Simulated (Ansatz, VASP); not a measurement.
**MnO in VASP and in Ansatz**

```xyz
2
Lattice="2.9713 -1.7170 0.0000 2.9713 1.7170 0.0000 -1.9846 0.0000 2.8103" Properties=species:S:1:pos:R:3 pbc="T T T"
Mn    1.9788    0.0000    1.4070
O     3.9609    0.0000    0.7007
```

Alike in both runs: task single point; functional PBE; k mesh 16 × 16 × 16; occupations gaussian, width 0.1 eV; no spin polarisation.

|  | VASP | Ansatz |
| --- | --- | --- |
| version | VASP 6.6.1 | Ansatz 0.2.0 |
| potentials or method | VASP PAW PBE potentials, release 64 (Mn_pv, O), cutoff 520 eV | scalar-relativistic, plane waves, PAW |
| valence electrons in the cell | 19 | 21 |

|  | VASP | Ansatz | Ansatz less VASP |
| --- | --- | --- | --- |
| gap on the k mesh at the Fermi level (eV) | none | none | - |
| rms of the force components (eV/Å) | 0.008 | 0.008 | -0.0001 |

Atom by atom the forces differ by 0.000 eV/Å (rms over components). A gap of «none» marks a metal or a gap that the smearing closes. VASP's potentials hold 19 valence electrons a cell and Ansatz's 21, so a difference there can come from the potentials and not from the codes.
